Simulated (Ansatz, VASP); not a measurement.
**W in VASP and in Ansatz**

```
W
1.0
     0.00000    2.01097    1.81430
     2.01097    0.00000    1.81430
     2.01097    2.01097    0.00000
W
1
Cartesian
  0.0000 0.0000 0.0000
```

Alike in both runs: task single point; functional LDA; k mesh 22 × 22 × 22; occupations gaussian, width 0.15 eV; no spin polarisation.

|  | VASP | Ansatz |
| --- | --- | --- |
| version | VASP 6.6.1 | Ansatz 0.2.0 |
| potentials or method | VASP PAW LDA potentials, release 64 (W_sv), cutoff 520 eV | scalar-relativistic, plane waves, PAW |
| valence electrons in the cell | 14 | 14 |

|  | VASP | Ansatz | Ansatz less VASP |
| --- | --- | --- | --- |
| gap on the k mesh at the Fermi level (eV) | none | none | - |
| pressure (GPa) | 25.8 | 23.5 | -2.30 |
| traceless stress, the component that is largest in VASP (GPa) | -19.48 | -19.44 | +0.045 |

Ansatz warns that its potentials were made for another functional, while VASP's fit it. LDA's correlation is that of Perdew and Zunger in VASP and of Perdew and Wang (1992) in Ansatz. A gap of «none» marks a metal or a gap that the smearing closes.

Spin-orbit coupling is off throughout.
